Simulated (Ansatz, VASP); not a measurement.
One calculation of Si4F, two programs

```
Si F
1.0
    -2.43826    2.43826    4.05023
     2.43826   -2.43826    4.05023
     2.43826    2.43826   -4.05023
Si F
4 1
Direct
  0.50000 0.50000 0.50000
  0.00000 0.00000 0.50000
  0.50000 0.00000 0.00000
  0.00000 0.50000 0.00000
  0.50000 0.50000 0.00000
```

Alike in both runs: task relaxation of cell and atoms; functional PBE; k mesh 6 × 6 × 6; occupations gaussian, width 0.1 eV; no spin polarisation.

```csv
,VASP,Ansatz
version,VASP 6.6.1,Ansatz 0.2.0
potentials or method,"VASP PAW PBE potentials, release 64 (Si, F), cutoff 600 eV","scalar-relativistic, plane waves, PAW"
valence electrons in the cell,23,23
```

|  | VASP | Ansatz | Ansatz less VASP |
| --- | --- | --- | --- |
| gap on the k mesh at the Fermi level, each at its own relaxed structure (eV) | none | none | - |
| relaxed volume (Å³/atom) | 18.48 | 18.60 | +0.119 |
| relaxed length of the cell vector where the two differ most in proportion (Å) | 5.158 | 5.178 | +0.0196 |

A gap of «none» marks a metal or a gap that the smearing closes.
